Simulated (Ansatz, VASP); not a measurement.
**One calculation of As, two programs**

Contents of INCAR:

```
PREC = Accurate
ENCUT = 520
EDIFF = 1E-6
ISMEAR = -1
SIGMA = 0.1
LREAL = F
LASPH = T
NELM = 80
ALGO = Normal
ISIF = 2
LWAVE = F
LCHARG = T
LELF = T
LVHAR = T
NBANDS = 8
```

KPOINTS

```
regular mesh
0
Gamma
  15 15 15
```

File POSCAR:

```
As
1.0
   -1.6459225556      1.6459225556      1.6459225556
    1.6459225556     -1.6459225556      1.6459225556
    1.6459225556      1.6459225556     -1.6459225556
As
1
Direct
    0.0000000000      0.0000000000      0.0000000000
```

Input for Ansatz:

```yaml
crystal:
  lattice:
    - [-1.6459225556, 1.6459225556, 1.6459225556]
    - [1.6459225556, -1.6459225556, 1.6459225556]
    - [1.6459225556, 1.6459225556, -1.6459225556]
  atoms:
    - { symbol: As, position: [0.0, 0.0, 0.0] }
hamiltonian:
  xc: lda
  pseudopotentials:
    kind: paw
    azcp:
      As: "pseudopotentials/As.paw.azcp"
basis:
  ecutwfc: 420
  fft_grid_basis: typed
kpoints:
  mp_grid: { grid: [15, 15, 15], shift: [0, 0, 0] }
magnetization:
  spin_polarized: false
scf:
  occupations: { method: fermi_dirac, width: 0.1 }
  lower_state_search: "off"
output:
  stress: true
  write_density: true
  write_potential: true
  elf: true
  volumetric_format: npy
```

Alike in both runs: task single point; functional LDA; k mesh 15 × 15 × 15; occupations fermi-dirac, width 0.1 eV; no spin polarisation.

|  | VASP | Ansatz |
| --- | --- | --- |
| version | VASP 6.6.1 | Ansatz 0.2.0 |
| potentials or method | VASP PAW LDA potentials, release 64 (As), cutoff 520 eV | plane waves (420 eV) with PAW, scalar-relativistic |
| valence electrons in the cell | 5 | 15 |

|  | VASP | Ansatz | Ansatz less VASP |
| --- | --- | --- | --- |
| pressure (GPa) | 0.3 | 0.0 | -0.29 |

Ansatz warns that its potentials were made for another functional, while VASP's fit it. LDA's correlation is that of Perdew and Zunger in VASP and of Perdew and Wang (1992) in Ansatz. VASP's potentials hold 5 valence electrons a cell and Ansatz's 15, so a difference there can come from the potentials and not from the codes.
